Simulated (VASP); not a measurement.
The system is AlO2.

```
Al O
1.0
     2.80298    0.00000    0.00000
    -1.40149    2.42745    0.00000
     0.00000    0.00000    5.59381
Al O
1 2
Direct
  0.33333 0.66667 0.50000
  0.00000 0.00000 0.39233
  0.00000 0.00000 0.60767
```

```yaml
Program: VASP 6.6.1
Task: relaxation of cell and atoms
Functional: PBE
Potentials_or_basis: VASP PAW PBE potentials, release 64 (Al, O)
Cutoff: 600 eV
k_mesh: 6 × 6 × 4
Occupations: gaussian, width 0.1 eV
Spin: no spin polarisation
```

At the start: pressure 98.9 GPa; volume 12.69 Å³/atom.

Q: Where does the relaxation end?

A: Over 35 steps the energy falls by 3449.2 meV/atom and the volume is 10.05 Å³/atom (-20.8 %); space group P-6m2 (No. 187, to 0.05 Å).

The path:
| step | energy change (eV) | largest force (eV/Å) | pressure (GPa) | volume (Å³) |
| --- | --- | --- | --- | --- |
| 1 | 0.0000 | 25.1883 | 98.91 | 38.06 |
| 2 | 4.7520 | 0.6212 | -19.71 | 99.10 |
| 3 | 2.7261 | 2.1942 | -20.05 | 86.98 |
| 4 | 0.2353 | 3.3600 | -22.14 | 76.46 |
| 5 | -6.4120 | 4.3147 | -24.85 | 55.08 |
| 6 | -9.3834 | 3.2453 | -16.41 | 46.06 |
| 7 | -10.0350 | 0.1144 | -2.36 | 41.94 |
| 8 | -10.0352 | 0.2217 | -1.88 | 41.85 |
| 9 | -10.0440 | 0.0484 | -0.11 | 41.01 |
| 10 | -10.0444 | 0.0043 | -0.43 | 41.15 |
| 11 | -10.0449 | 0.1053 | 0.13 | 40.94 |
| 12 | -10.0449 | 0.1211 | 0.20 | 40.91 |
| 13 | -10.0454 | 0.1232 | 0.20 | 40.84 |
| 14 | -10.0468 | 0.1313 | 0.22 | 40.64 |
| 15 | -10.0499 | 0.1490 | 0.21 | 40.23 |
| 16 | -10.0574 | 0.2010 | 0.35 | 39.41 |
| 17 | -10.0799 | 0.3788 | 0.70 | 37.78 |
| 18 | -10.1552 | 1.0196 | 2.46 | 34.52 |
| 19 | -9.9662 | 3.3223 | 19.79 | 28.02 |
| 20 | -10.1146 | 2.4859 | 8.15 | 32.33 |
| 21 | -10.0886 | 3.2011 | 12.72 | 30.17 |
| 22 | -10.0272 | 3.5447 | 16.32 | 29.10 |
| 23 | -10.0534 | 3.4376 | 14.89 | 29.48 |
| 24 | -10.0890 | 3.1939 | 13.78 | 29.56 |
| 25 | -10.1804 | 2.5018 | 10.49 | 29.79 |
| 26 | -10.2991 | 1.2726 | 4.60 | 30.25 |
| 27 | -10.3176 | 0.6693 | -5.10 | 31.18 |
| 28 | -10.3420 | 0.0468 | -1.48 | 30.80 |
| 29 | -10.3422 | 0.1141 | -1.13 | 30.76 |
| 30 | -10.3425 | 0.1133 | -1.06 | 30.74 |
| 31 | -10.3433 | 0.1081 | -0.81 | 30.66 |
| 32 | -10.3446 | 0.0991 | -0.31 | 30.51 |
| 33 | -10.3457 | 0.0803 | 0.72 | 30.20 |
| 34 | -10.3465 | 0.0525 | 0.49 | 30.19 |
| 35 | -10.3475 | 0.0318 | -0.11 | 30.15 |

Final structure:
```
CELL_PARAMETERS angstrom
2.85034 0.00000 0.00000
-1.42517 2.46847 0.00000
0.00000 0.00000 4.28461
ATOMIC_POSITIONS crystal
Al 0.33333 0.66667 0.50000
O 0.00000 0.00000 0.26015
O 0.00000 0.00000 0.73985
```

Caveat: the k points lie up to 0.42 Å⁻¹ apart in the final cell; the standard files for N, O and F lose accuracy on very short bonds; the volume moved by over 15 % at a fixed basis, so the end points are rough; an odd number of electrons without spin polarisation forces a metal; a magnetic or distorted state may lie lower.
